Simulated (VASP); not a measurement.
# BN (P6_3/mmc) in VASP: notebook

BN is run at these levels: PBE+D3(BJ); tasks: electric field gradients.

Everything below comes from runs of VASP 6.6.1. Logs are shortened: lines on timing, memory, paths and dates and some standing lists are left out, and cuts for length are marked.

## (1) The cell of the first run

It takes space group P6_3/mmc (No. 194, hexagonal). Conventional cell: a = 2.506 Å, b = 2.506 Å, c = 6.614 Å, α = 90.00°, β = 90.00°, γ = 120.00°. B (site symmetry -6m2) has 3 N at 1.45 Å within 1.9 Å. N (site symmetry -6m2) has 3 B at 1.45 Å within 1.9 Å.

## (2) Electric field gradients, PBE+D3(BJ)

File INCAR:

```
SYSTEM = BN
PREC     = Accurate       ! precision mode
ENCUT    = 520            ! plane-wave cutoff, eV
EDIFF    = 1E-8           ! SCF threshold, eV
ISMEAR   = 0              ! smearing method
SIGMA    = 0.05           ! smearing width, eV
LREAL    = .FALSE.        ! projectors in reciprocal space
LASPH    = .TRUE.         ! aspherical terms in the spheres
NELM     = 80             ! most SCF steps
ALGO     = Normal         ! electronic algorithm
ISIF     = 2              ! what is computed and relaxed
LWAVE    = .FALSE.        ! write WAVECAR
LCHARG   = .FALSE.        ! write CHGCAR
GGA      = PE             ! functional
IVDW     = 12             ! dispersion correction
LEFG     = .TRUE.       
NBANDS   = 16             ! bands
```

File KPOINTS:

```
Automatic mesh
0
G
  12 12 4
  0 0 0
```

File POSCAR:

```
BN
1.0
    2.5064253990      0.0000000000      0.0000000000
   -1.2532126995      2.1706280682      0.0000000000
    0.0000000000      0.0000000000      6.6141211588
B N
2 2
Direct
    0.3333333333      0.6666666667      0.2500000000
    0.6666666667      0.3333333333      0.7500000000
    0.3333333333      0.6666666667      0.7500000000
    0.6666666667      0.3333333333      0.2500000000
```

Potentials or basis: VASP PAW PBE potentials, release 64 (B, N).

The run is started by

```bash
cat potpaw_PBE.64/B/POTCAR potpaw_PBE.64/N/POTCAR > POTCAR
mpirun -np 1 vasp_std > vasp.out
```

OUTCAR:

```text
SYSTEM = BN
   PREC = Accurate
   ENCUT = 520
   EDIFF = 1E-8
   ISMEAR = 0
   LREAL = .FALSE.
   LASPH = .TRUE.
   NELM = 80
   ISIF = 2
   GGA = PE
   IVDW = 12
 IVDW          = 12

 ion  position               nearest neighbor table
   1  0.333  0.667  0.250-   4 1.45   4 1.45   4 1.45
   2  0.667  0.333  0.750-   3 1.45   3 1.45   3 1.45
   3  0.333  0.667  0.750-   2 1.45   2 1.45   2 1.45
   4  0.667  0.333  0.250-   1 1.45   1 1.45   1 1.45

  LATTYP: Found a hexagonal cell.
 ALAT       =     2.5064253990
 C/A-ratio  =     2.6388661563

  Lattice vectors:

 A1 = (   2.5064253990,   0.0000000000,   0.0000000000)
 A2 = (  -1.2532126995,   2.1706280682,   0.0000000000)
 A3 = (   0.0000000000,   0.0000000000,   6.6141211588)

Analysis of symmetry for initial positions (statically):
=====================================================================
 Subroutine PRICEL returns:
 Original cell was already a primitive cell.

 Routine SETGRP: Setting up the symmetry group for a
 hexagonal supercell.

 Subroutine GETGRP returns: Found 24 space group operations
 (whereof 12 operations were pure point group operations)
 out of a pool of 24 trial point group operations.

The static configuration has the point symmetry D_3d.
 The point group associated with its full space group is D_6h.

Analysis of symmetry for dynamics (positions and initial velocities):
=====================================================================
 Subroutine PRICEL returns:
 Original cell was already a primitive cell.

 Routine SETGRP: Setting up the symmetry group for a
 hexagonal supercell.

 Subroutine GETGRP returns: Found 24 space group operations
 (whereof 12 operations were pure point group operations)
 out of a pool of 24 trial point group operations.

The dynamic configuration has the point symmetry D_3d.
 The point group associated with its full space group is D_6h.

 Subroutine INISYM returns: Found 24 space group operations
 (whereof 12 operations are pure point group operations),
 and found     1 'primitive' translations

----------------------------------------------------------------------------------------

                                     Primitive cell

  volume of cell :      35.9842

  direct lattice vectors                    reciprocal lattice vectors
     2.506425399  0.000000000  0.000000000     0.398974572  0.230348076  0.000000000
    -1.253212699  2.170628068  0.000000000     0.000000000  0.460696153  0.000000000
     0.000000000  0.000000000  6.614121159     0.000000000  0.000000000  0.151191666

  length of vectors
     2.506425399  2.506425399  6.614121159     0.460696153  0.460696153  0.151191666

  position of ions in fractional coordinates (direct lattice)
     0.333333333  0.666666667  0.250000000
     0.666666667  0.333333333  0.750000000
     0.333333333  0.666666667  0.750000000
     0.666666667  0.333333333  0.250000000

  ion indices of the primitive-cell ions
   primitive index   ion index
                 1           1
                 2           2
                 3           3
                 4           4

----------------------------------------------------------------------------------------

 KPOINTS: Automatic mesh

Automatic generation of k-mesh.
 Grid dimensions read from file:
 generate k-points for:   12   12    4

 Generating k-lattice:

  Cartesian coordinates                     Fractional coordinates (reciprocal lattice)
     0.033247881  0.019195673  0.000000000     0.083333333  0.000000000  0.000000000
     0.000000000  0.038391346  0.000000000     0.000000000  0.083333333  0.000000000
     0.000000000  0.000000000  0.037797917     0.000000000  0.000000000  0.250000000

  Length of vectors
     0.038391346  0.038391346  0.037797917

[... 42 lines left out ...]
   NGXF,Y,Z  is equivalent  to a cutoff of  26.53, 26.53, 25.14 a.u.
 SYSTEM =  BN
   PREC   = accura    normal or accurate (medium, high low for compatibility)
   ISTART =      0    job   : 0-new  1-cont  2-samecut
   ICHARG =      2    charge: 1-file 2-atom 10-const
   ISPIN  =      1    spin polarized calculation?
   LNONCOLLINEAR =      F non collinear calculations
   LSORBIT =      F    spin-orbit coupling
   LASPH  =      T    aspherical Exc in radial PAW
   ENCUT  =  520.0 eV  38.22 Ry    6.18 a.u.   4.66  4.66 12.30*2*pi/ulx,y,z
   NELM   =     80;   NELMIN=  2; NELMDL= -5     # of ELM steps
   EDIFF  = 0.1E-07   stopping-criterion for ELM
   LREAL  =      F    real-space projection
   EDIFFG = 0.1E-06   stopping-criterion for IOM
   NSW    =      0    number of steps for IOM
   IBRION =     -1    ionic relax: 0-MD 1-quasi-New 2-CG
   NFREE  =      0    steps in history (QN), initial steepest desc. (CG)
   ISIF   =      2    stress and relaxation
   ISYM   =      2    0-nonsym 1-usesym 2-fastsym
   POTIM  = 0.5000    time-step for ionic-motion
   TEBEG  =    0.0;   TEEND  =   0.0 temperature during run
   PSTRESS=    0.0 pullay stress
   NELECT =      16.0000    total number of electrons
   NUPDOWN=      -1.0000    fix difference up-down
   EMIN   =  10.00;   EMAX   =-10.00  energy-range for DOS
   EFERMI =   0.00;   METHOD = LEGACY
   ISMEAR =     0;   SIGMA  =   0.05  broadening in eV -4-tet -1-fermi 0-gaus
   EFERMI_NEDOS =   21; number of points for ismear=-14 and -15
   IALGO  =     38    algorithm
   IMIX   =      4    mixing-type and parameters
     AMIX     =   0.40;   BMIX     =  1.00
     AMIX_MAG =   1.60;   BMIX_MAG =  1.00
  volume/ion in A,a.u.               =       9.00        60.71
  Fermi-wavevector in a.u.,A,eV,Ry     =   1.249522  2.361255 21.242861  1.561306
  Thomas-Fermi vector in A             =   2.383559
   LORBIT       =      0    0 simple, 1 ext, 2 COOP (PROOUT), +10 PAW based schemes
   GGA     = PE    functional components
   LHFCALC =     F    Hartree Fock is set to
   AEXX    =    0.0000 exact exchange contribution
   IVDW    =    12    specifies the selected vdW correction
   LEPSILON=     F    determine dielectric tensor
   LRPA    =     F    only Hartree local field effects (RPA)
 non-spin polarized calculation
 Gauss-broadening in eV      SIGMA  =   0.05
  energy-cutoff  :      520.00
  volume of cell :       35.98
 maximum number of plane-waves:       992
 NGX is ok and might be reduce to    20
   NGX =  9   NGY =  9   NGZ = 25

 number of electron      15.9999997 magnetization

 Free energy of the ion-electron system (eV)
  ---------------------------------------------------
  ext. energy  EPLUGINS =         0.00000000
  ---------------------------------------------------
  free energy    TOTEN  =       -35.15148316 eV

  energy without entropy =      -35.15148316  energy(sigma->0) =      -35.15148316

 E-fermi :   2.5480     XC(G=0): -10.0901

 val. band max:        2.2921312721   @ k =   0.3333   0.3333   0.5000
 cond. band min:       6.5585497059   @ k =   0.5000   0.0000   0.0000
 fundamental gap:      4.2664184337
 Fermi energy:         2.5479814462

 k-point     1 :       0.0000    0.0000    0.0000
  band No.  band energies     occupation
      1     -15.4929      2.00000
      2     -15.1892      2.00000
      3      -3.9239      2.00000
      4      -1.7552      2.00000
      5       0.9586      2.00000
      6       0.9586      2.00000
[... 433 lines left out ...]
      3      -4.5884      2.00000
      4      -4.5281      2.00000
      5      -1.2833      2.00000
      6      -1.2380      2.00000
[... 8 lines left out ...]
     15      19.0837      0.00000
     16      20.8192      0.00000

 [... further k-points ...]

------------------------ aborting loop because EDIFF is reached ----------------------------------------

 Edisp (eV)   -0.56621

 E8    (eV) :    -0.1659

  FORCE on cell =-STRESS in cart. coord.  units (eV):
  Direction    XX          YY          ZZ          XY          YZ          ZX
  --------------------------------------------------------------------------------------
  -------------------------------------------------------------------------------------
  Total       0.03976     0.03976    -0.03138     0.00000     0.00000     0.00000
  in kB       1.77044     1.77044    -1.39701     0.00000     0.00000     0.00000
  external pressure =        0.71 kB  Pullay stress =        0.00 kB

 VOLUME and BASIS-vectors are now :
 -----------------------------------------------------------------------------
  energy-cutoff  :      520.00
  volume of cell :       35.98
      direct lattice vectors                 reciprocal lattice vectors
     2.506425399  0.000000000  0.000000000     0.398974572  0.230348076  0.000000000
    -1.253212699  2.170628068  0.000000000     0.000000000  0.460696153  0.000000000
     0.000000000  0.000000000  6.614121159     0.000000000  0.000000000  0.151191666

 POSITION                                       TOTAL-FORCE (eV/Angst)
 -----------------------------------------------------------------------------------
     -0.00000      1.44709      1.65353        -0.000000      0.000000      0.000000
      1.25321      0.72354      4.96059         0.000000     -0.000000      0.000000
     -0.00000      1.44709      4.96059         0.000000      0.000000      0.000000
      1.25321      0.72354      1.65353        -0.000000     -0.000000      0.000000
 -----------------------------------------------------------------------------------
    total drift:                                0.000000     -0.000000      0.000000

  FREE ENERGIE OF THE ION-ELECTRON SYSTEM (eV)
  ---------------------------------------------------
  free  energy   TOTEN  =       -35.7176952277 eV

  energy  without entropy=      -35.7176952277  energy(sigma->0) =      -35.71769523

 Electric field gradients (V/A^2)
---------------------------------------------------------------------
 ion       V_xx      V_yy      V_zz      V_xy      V_xz      V_yz
---------------------------------------------------------------------
   1     -17.522   -17.522    35.043     0.000    -0.000     0.000
   2     -17.522   -17.522    35.043     0.000     0.000    -0.000
   3      -0.646    -0.646     1.292    -0.001     0.000    -0.000
   4      -0.646    -0.646     1.292    -0.001    -0.000     0.000
---------------------------------------------------------------------

 Electric field gradients after diagonalization (V/A^2)
 (convention: |V_zz| > |V_xx| > |V_yy|)
----------------------------------------------------------------------
 ion       V_xx      V_yy      V_zz     asymmetry (V_yy - V_xx)/ V_zz
----------------------------------------------------------------------
   1     -17.522   -17.521    35.043       0.000
   2     -17.522   -17.521    35.043       0.000
   3      -0.647    -0.645     1.292       0.001
   4      -0.647    -0.645     1.292       0.001
----------------------------------------------------------------------

           NMR quadrupolar parameters

 Cq : quadrupolar parameter    Cq=e*Q*V_zz/h
 eta: asymmetry parameters     (V_yy - V_xx)/ V_zz
 Q  : nuclear electric quadrupole moment in mb (millibarn)
----------------------------------------------------------------------
 ion       Cq(MHz)       eta       Q (mb)
----------------------------------------------------------------------
   1       0.085       0.000       1.000
   2       0.085       0.000       1.000
   3       0.003       0.001       1.000
   4       0.003       0.001       1.000
----------------------------------------------------------------------
```

Wall time 28 s (1 thread of Intel Xeon Platinum 8259CL at 2.50GHz (Skylake/Cascade Lake), shared host); peak memory 0.17 GiB.

What came out:

| Property | Result |
| --- | --- |
| Free energy | -35.7177 eV |
| Pressure | 0.1 GPa |
| Band gap on the k mesh | 4.27 eV, indirect (least direct gap 4.63 eV) |
| Dispersion energy per atom | -0.142 eV |

Electric field gradients, principal values (V/Å²):
| atom | least | middle | greatest (by size) |
| --- | --- | --- | --- |
| 1 B | -17.521 | -17.522 | 35.043 |
| 2 B | -17.521 | -17.522 | 35.043 |
| 3 N | -0.645 | -0.647 | 1.292 |
| 4 N | -0.645 | -0.647 | 1.292 |

Caveat: without QUAD_EFG the Cq values of the log hold for a quadrupole moment of 1 mb, not for the nuclei.

## (3) Electric field gradients, PBE+D3(BJ)

This run uses another cell than the first one, of 8.97 Å³/atom, 0.997 times its volume.

File INCAR:

```
SYSTEM = BN
  PREC = Accurate
  ENCUT = 520
  EDIFF = 1E-8
  ISMEAR = 0
  SIGMA = 0.05
  LREAL = .False.
  LASPH = .True.
  NELM = 100
  ALGO = Normal
  ISIF = 2
  LWAVE = .False.
  LCHARG = .False.
  GGA = PE
  IVDW = 12
  LEFG = .True.
  NBANDS = 16
```

File KPOINTS:

```
Automatic mesh
0
Gamma
  12 12 4
  0 0 0
```

File POSCAR:

```
BN
1.0
    2.4982400000      0.0000000000      0.0000000000
   -1.2491200000      2.1635393048      0.0000000000
    0.0000000000      0.0000000000      6.6357000000
B N
2 2
Direct
    0.3333333333      0.6666666667      0.2500000000
    0.6666666667      0.3333333333      0.7500000000
    0.3333333333      0.6666666667      0.7500000000
    0.6666666667      0.3333333333      0.2500000000
```

Potentials or basis: VASP PAW PBE potentials, release 64 (B, N).

The run is started by

```bash
cat potpaw_PBE.64/B/POTCAR potpaw_PBE.64/N/POTCAR > POTCAR
mpirun -np 1 vasp_std > vasp.out
```

OUTCAR:

```text
SYSTEM = BN
   PREC = Accurate
   ENCUT = 520
   EDIFF = 1E-8
   ISMEAR = 0
   LREAL = .False.
   LASPH = .True.
   NELM = 100
   ISIF = 2
   GGA = PE
   IVDW = 12
 IVDW          = 12

 ion  position               nearest neighbor table
   1  0.333  0.667  0.250-   4 1.44   4 1.44   4 1.44
   2  0.667  0.333  0.750-   3 1.44   3 1.44   3 1.44
   3  0.333  0.667  0.750-   2 1.44   2 1.44   2 1.44
   4  0.667  0.333  0.250-   1 1.44   1 1.44   1 1.44

  LATTYP: Found a hexagonal cell.
 ALAT       =     2.4982400000
[... 694 lines left out ...]
 ion       V_xx      V_yy      V_zz      V_xy      V_xz      V_yz
---------------------------------------------------------------------
   1     -17.630   -17.630    35.260     0.000    -0.000     0.000
   2     -17.630   -17.630    35.260     0.000     0.000    -0.000
   3      -1.203    -1.204     2.406    -0.001     0.000    -0.000
   4      -1.203    -1.204     2.406    -0.001    -0.000     0.000
---------------------------------------------------------------------

 Electric field gradients after diagonalization (V/A^2)
 (convention: |V_zz| > |V_xx| > |V_yy|)
----------------------------------------------------------------------
 ion       V_xx      V_yy      V_zz     asymmetry (V_yy - V_xx)/ V_zz
----------------------------------------------------------------------
   1     -17.630   -17.630    35.260       0.000
   2     -17.630   -17.630    35.260       0.000
   3      -1.204    -1.203     2.406       0.001
   4      -1.204    -1.203     2.406       0.001
----------------------------------------------------------------------

           NMR quadrupolar parameters

 Cq : quadrupolar parameter    Cq=e*Q*V_zz/h
 eta: asymmetry parameters     (V_yy - V_xx)/ V_zz
 Q  : nuclear electric quadrupole moment in mb (millibarn)
----------------------------------------------------------------------
 ion       Cq(MHz)       eta       Q (mb)
----------------------------------------------------------------------
   1       0.085       0.000       1.000
   2       0.085       0.000       1.000
   3       0.006       0.001       1.000
   4       0.006       0.001       1.000
----------------------------------------------------------------------
```

Run time: 30 s. Hardware: 1 thread of Intel Xeon Platinum 8259CL at 2.50GHz (Skylake/Cascade Lake), shared host; peak memory 0.17 GiB.

Results:

```
Free energy                : -35.7146 eV
Pressure                   : 2.4 GPa
Band gap on the k mesh     : 4.29 eV, indirect (least direct gap 4.66 eV)
Dispersion energy per atom : -0.142 eV
```

Electric field gradients, principal values (V/Å²):
| atom | least | middle | greatest (by size) |
| --- | --- | --- | --- |
| 1 B | -17.630 | -17.630 | 35.260 |
| 2 B | -17.630 | -17.630 | 35.260 |
| 3 N | -1.203 | -1.204 | 2.406 |
| 4 N | -1.203 | -1.204 | 2.406 |

Caveat: without QUAD_EFG the Cq values of the log hold for a quadrupole moment of 1 mb, not for the nuclei. PBE gaps usually lie below the measured ones, often by a third to a half.
